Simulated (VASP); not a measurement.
Write the native input for VASP 6.6.1 that does the following.

* Task: single point
* Functional: PBEsol
* Potentials or basis: VASP PAW PBE potentials, release 64 (Cu)
* Cutoff: 520 eV
* k mesh: 24 × 24 × 12
* Occupations: gaussian, width 0.15 eV
* Spin: no spin polarisation
* Dipole correction: no
* Further INCAR settings: ALGO = Fast; EDIFF = 1e-07; NBANDS = 18

The structure of Cu lies in POSCAR:

```
Cu
1.0
    2.5535826931      0.0000000000      0.0000000000
   -1.2767913465      2.2114674828      0.0000000000
    0.0000000000      0.0000000000      4.1702340241
Cu
2
Direct
    0.3333333333      0.6666666667      0.2500000000
    0.6666666667      0.3333333333      0.7500000000
```

This isn't the form of Cu at room conditions, which is fcc.

These files were run (other wordings do the same):

INCAR

```
  ALGO = Fast
  EDIFF = 1E-7
  ENCUT = 520
  GGA = PS
  ISIF = 2
  ISMEAR = 0
  LASPH = True
  LCHARG = False
  LREAL = False
  LWAVE = False
  NBANDS = 18
  NELM = 60
  PREC = Accurate
  SIGMA = 0.15
```

KPOINTS

```
k-points
0
Gamma
  24 24 12
```

Potentials or basis: VASP PAW PBE potentials, release 64 (Cu).

The run is started by

```bash
$ cat potpaw_PBE.64/Cu/POTCAR > POTCAR
$ mpirun -np 1 vasp_std > vasp.out
```

Results of the run:

```yaml
Pressure: -5.2 GPa
Band_gap_on_the_k_mesh: zero (bands 11 and 12 overlap by 5.98 eV)
```

Caveat: the cell stands under tension; the PAW data sets were made with another functional, which shifts forces and pressure a little.

It took 97 s on 1 thread of AMD EPYC 9R45 (Zen 5), with other jobs on the host, peak memory 0.21 GiB.
